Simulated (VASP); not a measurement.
Here is a VASP 6.6.1 calculation.

File INCAR:

```
  PREC = Accurate
  ENCUT = 700
  EDIFF = 1E-6
  ISMEAR = 0
  SIGMA = 0.05
  LREAL = False
  LASPH = True
  NELM = 200
  ALGO = Normal
  ISIF = 2
  LWAVE = False
  LCHARG = False
  LMAXMIX = 4
  LDAU = True
  LDAUTYPE = 2
  LDAUL = 2 -1
  LDAUU = 4 0
  LDAUJ = 0 0
  LDAUPRINT = 1
  GGA = CA
  NBANDS = 36
  GGA_COMPAT = False
```

Contents of KPOINTS:

```
Automatic mesh
0
Gamma
  4 4 7
```

File POSCAR:

```
TaN
1.0
    5.1850002000      0.0000000000      0.0000000000
   -2.5925001000      4.4903418900      0.0000000000
    0.0000000000      0.0000000000      2.9080005300
Ta N
3 3
Direct
    0.0000000000      0.0000000000      0.0000000000
    0.3333333333      0.6666666667      0.5000000000
    0.6666666667      0.3333333333      0.5000000000
    0.5000000000      0.0000000000      0.0000000000
    0.5000000000      0.5000000000      0.0000000000
    0.0000000000      0.5000000000      0.0000000000
```

Potentials or basis: VASP PAW LDA potentials, release 64 (Ta_sv_GW, N).

Launch:

```console
$ cat potpaw_LDA.64/Ta_sv_GW/POTCAR potpaw_LDA.64/N/POTCAR > POTCAR
$ mpirun -np 1 vasp_std > vasp.out
```

Question: Predict the band gap on the k mesh.

Answer: Zero (bands 27 and 28 overlap by 1.65 eV).

Question: What does it give for the pressure?

Answer: 8.6 GPa.

Stress tensor (GPa, compression positive):
```
8.01 0.00 0.00
0.00 8.01 0.00
0.00 0.00 9.77
```

Caveat: the cell stands under pressure; spin-orbit coupling is left out, which moves the levels of the heavy elements; U without spin polarisation on a metal has little footing.
